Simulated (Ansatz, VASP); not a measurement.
Two plane-wave programs on Ru

The input INCAR:

```
SYSTEM = Ru
PREC     = Accurate       ! precision mode
ENCUT    = 520            ! plane-wave cutoff, eV
EDIFF    = 1E-8           ! SCF threshold, eV
ISMEAR   = -1             ! smearing method
SIGMA    = 0.03           ! smearing width, eV
LREAL    = .False.        ! projectors in reciprocal space
LASPH    = .True.         ! aspherical terms in the spheres
NELM     = 60             ! most SCF steps
ALGO     = Normal         ! electronic algorithm
ISIF     = 2              ! what is computed and relaxed
LWAVE    = .False.        ! write WAVECAR
LCHARG   = .False.        ! write CHGCAR
GGA      = PE             ! functional
LEFG     = .True.       
NBANDS   = 21             ! bands
```

Contents of KPOINTS:

```
Automatic mesh
0
Gamma
  14 14 8
  0 0 0
```

File POSCAR:

```
Ru
1.0
    2.7325911690      0.0000000000      0.0000000000
   -1.3662955845      2.3664933706      0.0000000000
    0.0000000000      0.0000000000      4.3242978068
Ru
2
Direct
    0.3333333333      0.6666666667      0.2500000000
    0.6666666667      0.3333333333      0.7500000000
```

Input for Ansatz:

```yaml
crystal:
  lattice:
    - [2.732591169, 0.0, 0.0]
    - [-1.3662955845, 2.3664933706, 0.0]
    - [0.0, 0.0, 4.3242978068]
  atoms:
    - { symbol: Ru, position: [0.3333333333, 0.6666666667, 0.25] }
    - { symbol: Ru, position: [0.6666666667, 0.3333333333, 0.75] }
kpoints:
  mp_grid: { grid: [14, 14, 8] }
scf:
  occupations: { method: fermi_dirac, width: 0.03 }
hamiltonian:
  xc: pbe
  pseudopotentials: { kind: paw }
output:
  forces: true
  stress: true
  eigenvalues: true
  efg: { contact_densities: true }
```

Change from the starting cell: volume scaled by 1.03, PAW files.

Alike in both runs: task electric field gradients; functional PBE; k mesh 14 × 14 × 8; occupations fermi-dirac, width 0.03 eV; no spin polarisation.

|  | VASP | Ansatz |
| --- | --- | --- |
| version | VASP 6.6.1 | Ansatz 0.2.0 |
| potentials or method | VASP PAW PBE potentials, release 64 (Ru_pv) | PAW with Ansatz's default frozen-core files, scalar-relativistic |
| plane-wave cutoff (eV) | 520 | 420 |
| valence electrons in the cell | 28 | 32 |

|  | VASP | Ansatz | Ansatz less VASP |
| --- | --- | --- | --- |
| pressure (GPa) | -4.8 | -4.7 | +0.11 |
| traceless stress, the component that is largest in VASP (GPa) | -1.37 | -1.39 | -0.014 |
| size of Vzz on the site where it differs most (V/Å²) | 12.1 | 8.4 | -3.75 |

VASP's potentials hold 28 valence electrons a cell and Ansatz's 32, so a difference there can come from the potentials and not from the codes.
